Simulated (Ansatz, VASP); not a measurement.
SnTe in VASP and in Ansatz

```
Sn Te
1.0
     0.00000    3.20569    3.20569
     3.20569    0.00000    3.20569
     3.20569    3.20569    0.00000
Sn Te
1 1
Direct
  0.00000 0.00000 0.00000
  0.50000 0.50000 0.50000
```

Alike in both runs: task single point; functional PBEsol; k mesh 10 × 10 × 10; occupations gaussian, width 0.01 eV; no spin polarisation.

|  | VASP | Ansatz |
| --- | --- | --- |
| version | VASP 6.6.1 | Ansatz 0.2.0 |
| potentials or method | VASP PAW PBE potentials, release 64 (Sn_d, Te), cutoff 520 eV | scalar-relativistic, plane waves, PAW |
| valence electrons in the cell | 20 | 30 |

```csv
,VASP,Ansatz,Ansatz less VASP
least direct gap on the mesh (eV),0.00,0.01,+0.001
pressure (GPa),-2.4,-2.4,0.00
```

VASP's potentials were made for PBE, not for PBEsol. VASP's potentials hold 20 valence electrons a cell and Ansatz's 30, so a difference there can come from the potentials and not from the codes.

Spin-orbit coupling is off throughout.
